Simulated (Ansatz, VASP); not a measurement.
Two plane-wave programs on TiAl3

The input INCAR:

```
SYSTEM = TiAl3
ALGO = Normal
EDIFF = 1E-7
ENCUT = 520
GGA = PE
ISIF = 2
ISMEAR = 0
LASPH = .TRUE.
LCHARG = .FALSE.
LREAL = .FALSE.
LWAVE = .FALSE.
NBANDS = 31
NELM = 60
PREC = Accurate
SIGMA = 0.1
```

File KPOINTS:

```
k-points
0
G
  3 3 4
  0 0 0
```

The input POSCAR:

```
TiAl3
1.0
    6.0479940900      0.0000000000      0.0000000000
   -3.0239970400      5.2377165200      0.0000000000
    0.0000000000      0.0000000000      4.7182219700
Ti Al
2 6
Direct
    0.6666666700      0.3333333300      0.2500000000
    0.3333333300      0.6666666700      0.7500000000
    0.1774635600      0.3549271200      0.2500000000
    0.1774635600      0.8225364400      0.2500000000
    0.6450728800      0.8225364400      0.2500000000
    0.3549271200      0.1774635600      0.7500000000
    0.8225364400      0.1774635600      0.7500000000
    0.8225364400      0.6450728800      0.7500000000
```

Input for Ansatz:

```yaml
crystal:
  lattice:
    - [6.04799409, 0.0, 0.0]
    - [-3.02399704, 5.23771652, 0.0]
    - [0.0, 0.0, 4.71822197]
  atoms:
    - { symbol: Ti, position: [0.66666667, 0.33333333, 0.25] }
    - { symbol: Ti, position: [0.33333333, 0.66666667, 0.75] }
    - { symbol: Al, position: [0.17746356, 0.35492712, 0.25] }
    - { symbol: Al, position: [0.17746356, 0.82253644, 0.25] }
    - { symbol: Al, position: [0.64507288, 0.82253644, 0.25] }
    - { symbol: Al, position: [0.35492712, 0.17746356, 0.75] }
    - { symbol: Al, position: [0.82253644, 0.17746356, 0.75] }
    - { symbol: Al, position: [0.82253644, 0.64507288, 0.75] }
basis:
  ecutwfc: 420
kpoints:
  mp_grid: { grid: [3, 3, 4] }
hamiltonian:
  xc: pbe
scf:
  occupations: { method: gaussian, width: 0.1 }
  lower_state_search: "off"
output:
  forces: true
  stress: true
  eigenvalues: true
```

Change from the starting cell: species swapped into the La3Mg type (P6_3/mmc, No. 194).

Alike in both runs: task single point; functional PBE; k mesh 3 × 3 × 4; occupations gaussian, width 0.1 eV; no spin polarisation.

|  | VASP | Ansatz |
| --- | --- | --- |
| version | VASP 6.6.1 | Ansatz 0.2.0 |
| potentials or method | VASP PAW PBE potentials, release 64 (Ti_sv, Al), cutoff 520 eV | scalar-relativistic, plane waves, PAW |
| valence electrons in the cell | 42 | 42 |

Ansatz gave:

* gap on the k mesh at the Fermi level (eV): none
* pressure (GPa): -10.6
* traceless stress, the component that is largest in VASP (GPa): 3.71
* rms of the force components (eV/Å): 0.353

Q: Estimate VASP's values.

A: gap on the k mesh at the Fermi level (eV): none; pressure (GPa): -10.6; traceless stress, the component that is largest in VASP (GPa): 3.72; rms of the force components (eV/Å): 0.354.

Atom by atom the forces differ by 0.001 eV/Å (rms over components). A gap of «none» marks a metal or a gap that the smearing closes.

The k mesh is coarse, so the values compare programs but aren't converged.
